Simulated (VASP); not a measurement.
# Hf (P6_3/mmc) in VASP: further runs, part 2 of 2

VASP 6.6.1. The steps go on from the part before.

## 4. Relaxation of cell and atoms, LDA

INCAR

```
PREC     = Accurate       # precision mode
ENCUT    = 600            # plane-wave cutoff, eV
EDIFF    = 1E-6           # SCF threshold, eV
ISMEAR   = -1             # smearing method
SIGMA    = 0.1            # smearing width, eV
LREAL    = F              # projectors in reciprocal space
LASPH    = T              # aspherical terms in the spheres
NELM     = 80             # most SCF steps
ALGO     = Normal         # electronic algorithm
ISIF     = 3              # what is computed and relaxed
LWAVE    = F              # write WAVECAR
LCHARG   = F              # write CHGCAR
GGA      = CA             # functional
IBRION   = 2              # ionic algorithm
NSW      = 60             # ionic steps
EDIFFG   = -0.005         # ionic threshold
```

KPOINTS

```
regular mesh
0
Gamma
  16 16 9
```

POSCAR

```
Hf
1.0
    3.0967921286      0.0000000000      0.0000000000
   -1.5483960643      2.6819006536      0.0000000000
    0.0000000000      0.0000000000      5.0168032483
Hf
2
Direct
    0.3333333333      0.6666666667      0.2500000000
    0.6666666667      0.3333333333      0.7500000000
```

Potentials or basis: VASP PAW LDA potentials, release 64 (Hf_pv).

Run with:

```
> cat potpaw_LDA.64/Hf_pv/POTCAR > POTCAR
> mpirun -np 1 vasp_std > vasp.out
```

OUTCAR:

```text
PREC = Accurate
   ENCUT = 600
   EDIFF = 1E-6
   ISMEAR = -1
   LREAL = F
   LASPH = T
   NELM = 80
   ISIF = 3
   GGA = CA
   IBRION = 2
   NSW = 60
   EDIFFG = -0.005

 ion  position               nearest neighbor table
   1  0.333  0.667  0.250-   2 3.08   2 3.08   2 3.08   2 3.08   2 3.08   2 3.08
   2  0.667  0.333  0.750-   1 3.08   1 3.08   1 3.08   1 3.08   1 3.08   1 3.08

  LATTYP: Found a hexagonal cell.
 ALAT       =     3.0967921286
 C/A-ratio  =     1.6200000000

  Lattice vectors:

 A1 = (   3.0967921286,   0.0000000000,   0.0000000000)
 A2 = (  -1.5483960643,   2.6819006536,   0.0000000000)
 A3 = (   0.0000000000,   0.0000000000,   5.0168032483)

Analysis of symmetry for initial positions (statically):
=====================================================================
 Subroutine PRICEL returns:
 Original cell was already a primitive cell.

 Routine SETGRP: Setting up the symmetry group for a
 hexagonal supercell.

 Subroutine GETGRP returns: Found 24 space group operations
 (whereof 12 operations were pure point group operations)
 out of a pool of 24 trial point group operations.

The static configuration has the point symmetry D_3d.
 The point group associated with its full space group is D_6h.

Analysis of symmetry for dynamics (positions and initial velocities):
=====================================================================
 Subroutine PRICEL returns:
 Original cell was already a primitive cell.

 Routine SETGRP: Setting up the symmetry group for a
 hexagonal supercell.

 Subroutine GETGRP returns: Found 24 space group operations
 (whereof 12 operations were pure point group operations)
 out of a pool of 24 trial point group operations.

The dynamic configuration has the point symmetry D_3d.
 The point group associated with its full space group is D_6h.

 Subroutine INISYM returns: Found 24 space group operations
 (whereof 12 operations are pure point group operations),
 and found     1 'primitive' translations

----------------------------------------------------------------------------------------

                                     Primitive cell

  volume of cell :      41.6660

  direct lattice vectors                    reciprocal lattice vectors
     3.096792129  0.000000000  0.000000000     0.322914796  0.186434945  0.000000000
    -1.548396064  2.681900654  0.000000000     0.000000000  0.372869889  0.000000000
     0.000000000  0.000000000  5.016803248     0.000000000  0.000000000  0.199330121

  length of vectors
     3.096792129  3.096792129  5.016803248     0.372869889  0.372869889  0.199330121

  position of ions in fractional coordinates (direct lattice)
     0.333333333  0.666666667  0.250000000
     0.666666667  0.333333333  0.750000000

  ion indices of the primitive-cell ions
   primitive index   ion index
                 1           1
                 2           2

----------------------------------------------------------------------------------------

 KPOINTS: regular mesh

Automatic generation of k-mesh.
 Grid dimensions read from file:
 generate k-points for:   16   16    9

 Generating k-lattice:

[... 48 lines left out ...]
   ions per type =               2
   NGX,Y,Z   is equivalent  to a cutoff of  15.03, 15.03, 13.26 a.u.
   NGXF,Y,Z  is equivalent  to a cutoff of  30.06, 30.06, 26.51 a.u.
 SYSTEM =  unknown system
   PREC   = accura    normal or accurate (medium, high low for compatibility)
   ISTART =      0    job   : 0-new  1-cont  2-samecut
   ICHARG =      2    charge: 1-file 2-atom 10-const
   ISPIN  =      1    spin polarized calculation?
   LNONCOLLINEAR =      F non collinear calculations
   LSORBIT =      F    spin-orbit coupling
   LASPH  =      T    aspherical Exc in radial PAW
   ENCUT  =  600.0 eV  44.10 Ry    6.64 a.u.   6.19  6.19 10.02*2*pi/ulx,y,z
   NELM   =     80;   NELMIN=  2; NELMDL= -5     # of ELM steps
   EDIFF  = 0.1E-05   stopping-criterion for ELM
   LREAL  =      F    real-space projection
   EDIFFG = -.5E-02   stopping-criterion for IOM
   NSW    =     60    number of steps for IOM
   IBRION =      2    ionic relax: 0-MD 1-quasi-New 2-CG
   NFREE  =      1    steps in history (QN), initial steepest desc. (CG)
   ISIF   =      3    stress and relaxation
   ISYM   =      2    0-nonsym 1-usesym 2-fastsym
   POTIM  = 0.5000    time-step for ionic-motion
   TEBEG  =    0.0;   TEEND  =   0.0 temperature during run
   PSTRESS=    0.0 pullay stress
   NELECT =      20.0000    total number of electrons
   NUPDOWN=      -1.0000    fix difference up-down
   EMIN   =  10.00;   EMAX   =-10.00  energy-range for DOS
   EFERMI =   0.00;   METHOD = LEGACY
   ISMEAR =    -1;   SIGMA  =   0.10  broadening in eV -4-tet -1-fermi 0-gaus
   EFERMI_NEDOS =   21; number of points for ismear=-14 and -15
   IALGO  =     38    algorithm
   IMIX   =      4    mixing-type and parameters
     AMIX     =   0.40;   BMIX     =  1.00
     AMIX_MAG =   1.60;   BMIX_MAG =  1.00
  volume/ion in A,a.u.               =      20.83       140.59
  Fermi-wavevector in a.u.,A,eV,Ry     =   1.281812  2.422273 22.354933  1.643041
  Thomas-Fermi vector in A             =   2.414160
   LORBIT       =      0    0 simple, 1 ext, 2 COOP (PROOUT), +10 PAW based schemes
   GGA     = CA    functional components
   LHFCALC =     F    Hartree Fock is set to
   AEXX    =    0.0000 exact exchange contribution
   IVDW    =     0    specifies the selected vdW correction
   LEPSILON=     F    determine dielectric tensor
   LRPA    =     F    only Hartree local field effects (RPA)
 conjugate gradient relaxation of ions
 non-spin polarized calculation
  energy-cutoff  :      600.00
  volume of cell :       41.67
 maximum number of plane-waves:      1408
 NGX is ok and might be reduce to    28
   NGX = 13   NGY = 13   NGZ = 21

--------------------------------------- Ionic step        1  -------------------------------------------

 number of electron      19.9999999 magnetization

 Free energy of the ion-electron system (eV)
  ---------------------------------------------------
  ext. energy  EPLUGINS =         0.00000000
  ---------------------------------------------------
  free energy    TOTEN  =       -21.41302870 eV

  energy without entropy =      -21.35587948  energy(sigma->0) =      -21.38445409

------------------------ aborting loop because EDIFF is reached ----------------------------------------

  FORCE on cell =-STRESS in cart. coord.  units (eV):
  Direction    XX          YY          ZZ          XY          YZ          ZX
  --------------------------------------------------------------------------------------
  -------------------------------------------------------------------------------------
  Total        0.2105906      0.2105906     -0.4443827     -0.0000000      0.0000000      0.0000000
  in kB        8.0978141      8.0978141    -17.0877891     -0.0000000      0.0000000      0.0000000
  external PRESSURE =      -0.2973869 kB  Pullay stress =       0.0000000 kB
[... 167 lines left out ...]
--------------------------------------- Ionic step        6  -------------------------------------------

 number of electron      19.9999999 magnetization

 Free energy of the ion-electron system (eV)
  ---------------------------------------------------
  ext. energy  EPLUGINS =         0.00000000
  ---------------------------------------------------
  free energy    TOTEN  =       -21.41752594 eV

  energy without entropy =      -21.36245488  energy(sigma->0) =      -21.38999041

 E-fermi :   5.2795     XC(G=0): -11.7964

 val. band max:        5.2724933330   @ k =   0.3125   0.3125   0.4444
 cond. band min:       5.2828919149   @ k =   0.0625   0.0625   0.4444
 fundamental gap:      0.0103985820
 Fermi energy:         5.2795397923

 k-point     1 :       0.0000    0.0000    0.0000
  band No.  band energies     occupation
      1     -25.6007      2.00000
      2     -24.6510      2.00000
      3     -24.6510      2.00000
      4     -24.4907      2.00000
      5     -24.4907      2.00000
      6     -24.4887      2.00000
      7      -2.2485      2.00000
      8       1.3629      2.00000
      9       6.3482      0.00005
     10       6.4288      0.00002
     11       6.4288      0.00002
     12       6.6975      0.00000
     13       7.3126      0.00000
     14       7.3126      0.00000
[... 377 lines left out ...]
      1     -25.2157      2.00000
      2     -25.2037      2.00000
      3     -25.1294      2.00000
      4     -24.8751      2.00000
      5     -24.7044      2.00000
      6     -24.7026      2.00000
      7       1.4728      2.00000
      8       3.3041      2.00000
      9       3.5005      2.00000
     10       4.0035      1.99999
     11       5.6491      0.04845
     12       6.2786      0.00009
     13       6.6255      0.00000
     14       9.2260      0.00000

 [... further k-points ...]
[... 5 lines left out ...]
  --------------------------------------------------------------------------------------
  -------------------------------------------------------------------------------------
  Total       -0.0028636     -0.0028636      0.0012707      0.0000000     -0.0000000      0.0000000
  in kB       -0.1100569     -0.1100569      0.0488382      0.0000000     -0.0000000      0.0000000
  external PRESSURE =      -0.0570918 kB  Pullay stress =       0.0000000 kB
[... 17 lines left out ...]
  FREE ENERGIE OF THE ION-ELECTRON SYSTEM (eV)
  ---------------------------------------------------
  free  energy   TOTEN  =       -21.4175259359 eV

  energy  without entropy=      -21.3624548834  energy(sigma->0) =      -21.38999041

 reached required accuracy - stopping structural energy minimisation
```

Wall time 3.4 min (1 thread of Intel Xeon 6975P-C (Granite Rapids), shared host); peak memory 0.23 GiB.

Results:

| Item | Value |
| --- | --- |
| Free energy | -21.4175 eV |
| Relaxed volume | 20.84 Å³/atom |
| Relaxed cell | a = 3.119 Å, b = 3.119 Å, c = 4.949 Å, α = 90.00°, β = 90.00°, γ = 120.00° |
| Space group after relaxing (to 0.1 Å) | P6_3/mmc (No. 194) |
| Energy gained by relaxing | 2.2 meV/atom |
| Ionic steps | 6 |
| Pressure after relaxing | 0.0 GPa |
| Band gap on the k mesh | zero (bands 10 and 11 overlap by 1.38 eV) |

The path:
```
step  energy change (eV)  largest force (eV/Å)  pressure (GPa)  volume (Å³)
   1              0.0000                0.0000           -0.03        41.67
   2             -0.0043                0.0000            0.12        41.64
   3             -0.0045                0.0000            0.16        41.63
   4             -0.0045                0.0000            0.17        41.63
   5             -0.0044                0.0000           -0.23        41.77
   6             -0.0045                0.0000           -0.01        41.69
```

Final structure:
```cif
data_structure
_symmetry_space_group_name_H-M 'P 1'
_symmetry_Int_Tables_number 1
_cell_length_a 3.1186
_cell_length_b 3.1186
_cell_length_c 4.9494
_cell_angle_alpha 90.000
_cell_angle_beta 90.000
_cell_angle_gamma 120.000
_cell_volume 41.69
loop_
_atom_site_label
_atom_site_type_symbol
_atom_site_fract_x
_atom_site_fract_y
_atom_site_fract_z
_atom_site_occupancy
Hf1 Hf 0.33333 0.66667 0.25000 1
Hf2 Hf 0.66667 0.33333 0.75000 1
```

Caveat: spin-orbit coupling is left out, which moves the levels of the heavy elements.

## 5. Overview

```csv
task,cell,k mesh,cutoff (eV),gap on the mesh (eV),pressure (GPa)
single point,"a = 3.117, b = 3.117, c = 4.950 Å, angles 90.0, 90.0, 120.0°, 2 atoms",15 × 15 × 8,520,none,0.1
single point,"a = 3.117, b = 3.117, c = 4.950 Å, angles 90.0, 90.0, 120.0°, 2 atoms",16 × 16 × 9,520,none,0.1
relaxation of cell and atoms,"relaxed from a = 3.097, b = 3.097, c = 5.017 Å, angles 90.0, 90.0, 120.0°, 2 atoms",16 × 16 × 9,600,none,0.0
```

Alike in all rows: level LDA; potentials or basis VASP PAW LDA potentials, release 64 (Hf_pv); no spin polarisation; smearing fermi-dirac 0.1 eV.

Caveats: spin-orbit coupling is left out, which moves the levels of the heavy elements.

Absolute energies hang on the potentials; compare differences alone.
